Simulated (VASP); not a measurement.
# Li in VASP: settings compared

The runs below take Li through single point, with PBE, LDA, r2SCAN.

All numbers are computed with VASP 6.6.1; they aren't measurements. Logs are shortened: lines on timing, memory, paths and dates and some standing lists are left out, and cuts for length are marked.

### 1 The cell of the first run

The typed cell holds 1 atom: a = 2.977 Å, b = 2.977 Å, c = 2.977 Å, α = 109.48°, β = 109.46°, γ = 109.47°.

### 2 Single point, PBE

File INCAR:

```
  PREC = Accurate
  ENCUT = 520
  EDIFF = 1E-7
  ISMEAR = -1
  SIGMA = 0.15
  LREAL = False
  LASPH = True
  NELM = 60
  ALGO = Fast
  ISIF = 2
  LWAVE = False
  LCHARG = False
  GGA = PE
  NBANDS = 8
```

File KPOINTS:

```
Automatic mesh
0
Gamma
  24 24 24
```

File POSCAR:

```
Li
1.0
   -1.7186131745      1.7190650162      1.7188004873
    1.7186131745     -1.7190650162      1.7188004873
    1.7186131745      1.7190650162     -1.7188004873
Li
1
Direct
    0.0000000000      0.5000000000      0.5000000000
```

Potentials or basis: VASP PAW PBE potentials, release 64 (Li_sv).

Launch:

```
$ cat potpaw_PBE.64/Li_sv/POTCAR > POTCAR
$ mpirun -np 1 vasp_std > vasp.out
```

OUTCAR:

```text
PREC = Accurate
   ENCUT = 520
   EDIFF = 1E-7
   ISMEAR = -1
   LREAL = False
   LASPH = True
   NELM = 60
   ISIF = 2
   GGA = PE

 ion  position               nearest neighbor table
   1  0.000  0.500  0.500-

  LATTYP: Found a body centered orthorhombic cell.
 ALAT       =     3.4372263490
 B/A-ratio  =     1.0001089907
 C/A-ratio  =     1.0002629106

  Lattice vectors:

 A1 = (  -1.7186131745,  -1.7190650162,   1.7188004873)
 A2 = (   1.7186131745,  -1.7190650162,  -1.7188004873)
 A3 = (   1.7186131745,   1.7190650162,   1.7188004873)

Analysis of symmetry for initial positions (statically):
=====================================================================
 Subroutine PRICEL returns:
 Original cell was already a primitive cell.

 Routine SETGRP: Setting up the symmetry group for a
 body centered orthorhombic supercell.

 Subroutine GETGRP returns: Found  8 space group operations
 (whereof  8 operations were pure point group operations)
 out of a pool of  8 trial point group operations.

The static configuration has the point symmetry D_2h.

Analysis of symmetry for dynamics (positions and initial velocities):
=====================================================================
 Subroutine PRICEL returns:
 Original cell was already a primitive cell.

 Routine SETGRP: Setting up the symmetry group for a
 body centered orthorhombic supercell.

 Subroutine GETGRP returns: Found  8 space group operations
 (whereof  8 operations were pure point group operations)
 out of a pool of  8 trial point group operations.

The dynamic configuration has the point symmetry D_2h.

 Subroutine INISYM returns: Found  8 space group operations
 (whereof  8 operations are pure point group operations),
 and found     1 'primitive' translations

----------------------------------------------------------------------------------------

                                     Primitive cell

  volume of cell :      20.3122

  direct lattice vectors                    reciprocal lattice vectors
    -1.718613174  1.719065016  1.718800487     0.000000000  0.290855782  0.290900546
     1.718613174 -1.719065016  1.718800487     0.290932251  0.000000000  0.290900546
     1.718613174  1.719065016 -1.718800487     0.290932251  0.290855782  0.000000000

  length of vectors
     2.977094370  2.977094370  2.977094370     0.411363846  0.411417917  0.411386267

  position of ions in fractional coordinates (direct lattice)
     0.000000000  0.500000000  0.500000000

  ion indices of the primitive-cell ions
[... 77 lines left out ...]
   NSW    =      0    number of steps for IOM
   IBRION =     -1    ionic relax: 0-MD 1-quasi-New 2-CG
   NFREE  =      0    steps in history (QN), initial steepest desc. (CG)
   ISIF   =      2    stress and relaxation
   ISYM   =      2    0-nonsym 1-usesym 2-fastsym
   POTIM  = 0.5000    time-step for ionic-motion
   TEBEG  =    0.0;   TEEND  =   0.0 temperature during run
   PSTRESS=    0.0 pullay stress
   NELECT =       3.0000    total number of electrons
   NUPDOWN=      -1.0000    fix difference up-down
   EMIN   =  10.00;   EMAX   =-10.00  energy-range for DOS
   EFERMI =   0.00;   METHOD = LEGACY
   ISMEAR =    -1;   SIGMA  =   0.15  broadening in eV -4-tet -1-fermi 0-gaus
   EFERMI_NEDOS =   21; number of points for ismear=-14 and -15
   IALGO  =     68    algorithm
   IMIX   =      4    mixing-type and parameters
     AMIX     =   0.40;   BMIX     =  1.00
     AMIX_MAG =   1.60;   BMIX_MAG =  1.00
  volume/ion in A,a.u.               =      20.31       137.07
  Fermi-wavevector in a.u.,A,eV,Ry     =   0.865360  1.635293 10.188685  0.748847
  Thomas-Fermi vector in A             =   1.983591
   LORBIT       =      0    0 simple, 1 ext, 2 COOP (PROOUT), +10 PAW based schemes
   GGA     = PE    functional components
   LHFCALC =     F    Hartree Fock is set to
   AEXX    =    0.0000 exact exchange contribution
   IVDW    =     0    specifies the selected vdW correction
   LEPSILON=     F    determine dielectric tensor
   LRPA    =     F    only Hartree local field effects (RPA)
 non-spin polarized calculation
 RMM-DIIS sequential band-by-band and
  energy-cutoff  :      520.00
  volume of cell :       20.31
 maximum number of plane-waves:       567
 NGX is ok and might be reduce to    24
   NGX = 11   NGY = 11   NGZ = 11

 number of electron       3.0000000 magnetization

 Free energy of the ion-electron system (eV)
  ---------------------------------------------------
  ext. energy  EPLUGINS =         0.00000000
  ---------------------------------------------------
  free energy    TOTEN  =        -1.92244541 eV

  energy without entropy =       -1.88697407  energy(sigma->0) =       -1.90470974

 E-fermi :   0.6191     XC(G=0):  -7.0390

 val. band max:        0.6064604995   @ k =   0.2083   0.5000  -0.0000
 cond. band min:       0.6206508357   @ k =   0.4583  -0.1667   0.0833
 fundamental gap:      0.0141903361
 Fermi energy:         0.6190549258

 k-point     1 :       0.0000    0.0000    0.0000
  band No.  band energies     occupation
      1     -45.9141      2.00000
      2      -2.9380      2.00000
      3      15.2024      0.00000
      4      15.2033      0.00000
      5      15.2039      0.00000
      6      19.9672      0.00000
      7      19.9698      0.00000
      8      19.9736      0.00000
[... 243 lines left out ...]
 k-point    24 :       0.4167    0.0417    0.0000
  band No.  band energies     occupation
      1     -45.8954      2.00000
      2       0.4790      1.43558
      3       4.4735      0.00000
      4      10.9188      0.00000
      5      12.1380      0.00000
      6      14.8610      0.00000
      7      17.7230      0.00000
      8      22.6690      0.00000

 [... further k-points ...]

------------------------ aborting loop because EDIFF is reached ----------------------------------------

  FORCE on cell =-STRESS in cart. coord.  units (eV):
  Direction    XX          YY          ZZ          XY          YZ          ZX
  --------------------------------------------------------------------------------------
  -------------------------------------------------------------------------------------
  Total       -0.0092002     -0.0092514     -0.0092334      0.0000000      0.0000000     -0.0000000
  in kB       -0.7256915     -0.7297315     -0.7283070      0.0000000      0.0000000     -0.0000000
  external PRESSURE =      -0.7279100 kB  Pullay stress =       0.0000000 kB

 VOLUME and BASIS-vectors are now :
 -----------------------------------------------------------------------------
  energy-cutoff  :      520.00
  volume of cell :       20.31
      direct lattice vectors                 reciprocal lattice vectors
    -1.718613174  1.719065016  1.718800487     0.000000000  0.290855782  0.290900546
     1.718613174 -1.719065016  1.718800487     0.290932251  0.000000000  0.290900546
     1.718613174  1.719065016 -1.718800487     0.290932251  0.290855782  0.000000000

 POSITION                                       TOTAL-FORCE (eV/Angst)
 -----------------------------------------------------------------------------------
      1.71861      0.00000      0.00000         0.000000      0.000000      0.000000
 -----------------------------------------------------------------------------------
    total drift:                                0.000000     -0.000000      0.000000

  FREE ENERGIE OF THE ION-ELECTRON SYSTEM (eV)
  ---------------------------------------------------
  free  energy   TOTEN  =        -1.9224454097 eV

  energy  without entropy=       -1.8869740703  energy(sigma->0) =       -1.90470974
```

Wall time 4.5 min (1 thread of AMD EPYC 9R45 (Zen 5), shared host); peak memory 0.32 GiB.

What came out:

```
Free energy            : -1.9224 eV
Band gap on the k mesh : zero (an odd number of electrons rules out a gap without spin polarisation)
```

Caveat: the cutoff is under 1.25 times the usual one of these potentials, so pressure, stress and relaxed cells hold a basis-set (Pulay) error.

### 3 Single point, LDA

File INCAR:

```
SYSTEM = Li
ALGO = Fast
EDIFF = 1E-7
ENCUT = 520
ISIF = 2
ISMEAR = 0
LASPH = .True.
LCHARG = .False.
LREAL = .False.
LWAVE = .False.
NBANDS = 8
NELM = 60
PREC = Accurate
SIGMA = 0.1
```

File KPOINTS:

```
k-points
0
Gamma
  24 24 24
  0 0 0
```

File POSCAR:

```
Li
1.0
   -1.7227693538      1.7068202646      1.7236276828
    1.7227693538     -1.7068202646      1.7236276828
    1.7227693538      1.7068202646     -1.7236276828
Li
1
Direct
    0.0000000000      0.5000000000      0.5000000000
```

Potentials or basis: VASP PAW LDA potentials, release 64 (Li_sv).

Launch:

```
$ cat potpaw_LDA.64/Li_sv/POTCAR > POTCAR
$ mpirun -np 1 vasp_std > vasp.out
```

Run time: 2.4 min. Hardware: 1 thread of AMD EPYC 9R45 (Zen 5), shared host; peak memory 0.3 GiB.

It converged, with:

| Quantity | Value |
| --- | --- |
| Free energy | -2.0426 eV |
| Band gap on the k mesh | zero (an odd number of electrons rules out a gap without spin polarisation) |

Levels at points of the mesh, in eV from the Fermi level:
```
           k point  band 1  band 2  band 3  band 4  band 5  band 6
(0.00, 0.00, 0.00)  -45.65   -3.51   14.30   14.31   14.36   19.19
(0.50, 0.00, 0.00)  -45.63    0.23    3.30   10.13   11.64   13.60
(0.00, 0.50, 0.00)  -45.63    0.19    3.24   10.26   11.81   13.78
(0.50, 0.50, 0.00)  -45.63    0.23    3.30   10.13   11.63   13.59
(0.50, 0.50, 0.50)  -45.62    5.34    5.35    5.56    7.76    7.90
```

Caveat: the cutoff is under 1.25 times the usual one of these potentials, so pressure, stress and relaxed cells hold a basis-set (Pulay) error.

### 4 Single point, r2SCAN

POSCAR is that of step 3.

File INCAR.step1:

```
SYSTEM = Li
ALGO     = Normal         ! electronic algorithm
EDIFF    = 1E-4           ! SCF threshold, eV
ENCUT    = 520            ! plane-wave cutoff, eV
GGA      = PE             ! functional
ISMEAR   = 0              ! smearing method
LASPH    = .TRUE.         ! aspherical terms in the spheres
LCHARG   = .FALSE.        ! write CHGCAR
LREAL    = .FALSE.        ! projectors in reciprocal space
LWAVE    = .TRUE.         ! write WAVECAR
NBANDS   = 8              ! bands
NELM     = 100            ! most SCF steps
PREC     = Accurate       ! precision mode
SIGMA    = 0.1            ! smearing width, eV
```

File INCAR.step2:

```
SYSTEM = Li
ALGO     = Normal         ! electronic algorithm
EDIFF    = 1E-6           ! SCF threshold, eV
ENCUT    = 520            ! plane-wave cutoff, eV
ISIF     = 2              ! what is computed and relaxed
ISMEAR   = 0              ! smearing method
ISTART   = 1            
LASPH    = .TRUE.         ! aspherical terms in the spheres
LCHARG   = .FALSE.        ! write CHGCAR
LMIXTAU  = .TRUE.       
LREAL    = .FALSE.        ! projectors in reciprocal space
LWAVE    = .FALSE.        ! write WAVECAR
METAGGA  = R2SCAN         ! meta-GGA
NBANDS   = 8              ! bands
NELM     = 100            ! most SCF steps
PREC     = Accurate       ! precision mode
SIGMA    = 0.1            ! smearing width, eV
```

File KPOINTS:

```
k-points
0
G
  24 24 24
  0 0 0
```

Potentials or basis: VASP PAW PBE potentials, release 64 (Li_sv).

Launch:

```
$ cat potpaw_PBE.64/Li_sv/POTCAR > POTCAR
$ cp INCAR.step1 INCAR
$ mpirun -np 1 vasp_std > vasp.out
$ cp INCAR.step2 INCAR
$ mpirun -np 1 vasp_std > vasp.out
```

Wall time 8.6 min (1 thread of AMD EPYC 9R45 (Zen 5), shared host); peak memory 0.31 GiB.

It converged, with:

| Property | Result |
| --- | --- |
| Free energy | -2.3811 eV |
| Band gap on the k mesh | zero (an odd number of electrons rules out a gap without spin polarisation) |

Levels at points of the mesh, in eV from the Fermi level:
| k point | band 1 | band 2 | band 3 | band 4 | band 5 |
| --- | --- | --- | --- | --- | --- |
| (0.00, 0.00, 0.00) | -48.07 | -3.89 | 16.26 | 16.27 | 16.33 |
| (0.50, 0.00, 0.00) | -48.05 | 0.28 | 3.50 | 11.42 | 12.94 |
| (0.00, 0.50, 0.00) | -48.05 | 0.23 | 3.44 | 11.56 | 13.13 |
| (0.50, 0.50, 0.00) | -48.05 | 0.28 | 3.51 | 11.41 | 12.93 |
| (0.50, 0.50, 0.50) | -48.03 | 5.98 | 5.99 | 6.22 | 8.13 |

Caveat: the cutoff is under 1.25 times the usual one of these potentials, so pressure, stress and relaxed cells hold a basis-set (Pulay) error; the PAW data sets were made with another functional, which shifts forces and pressure a little.

### 5 The runs side by side

| level | potentials or basis | cell | smearing | gap on the mesh (eV) |
| --- | --- | --- | --- | --- |
| PBE | VASP PAW PBE potentials, release 64 (Li_sv) | a = 2.977 Å, angles 109.5°, 1 atom | fermi-dirac 0.15 eV | none |
| LDA | VASP PAW LDA potentials, release 64 (Li_sv) | a = 2.975 Å, angles 109.2, 110.0, 109.2°, 1 atom | gaussian 0.1 eV | none |
| r2SCAN | VASP PAW PBE potentials, release 64 (Li_sv) | a = 2.975 Å, angles 109.2, 110.0, 109.2°, 1 atom | gaussian 0.1 eV | none |

Alike in all rows: task single point; no spin polarisation; k mesh 24 × 24 × 24; cutoff (eV) 520.

Caveats: the cutoff is under 1.25 times the usual one of these potentials, so pressure, stress and relaxed cells hold a basis-set (Pulay) error; the PAW data sets were made with another functional, which shifts forces and pressure a little (at least some runs).

Total energies depend on the potentials used, so only differences within one code and one set of settings carry meaning.
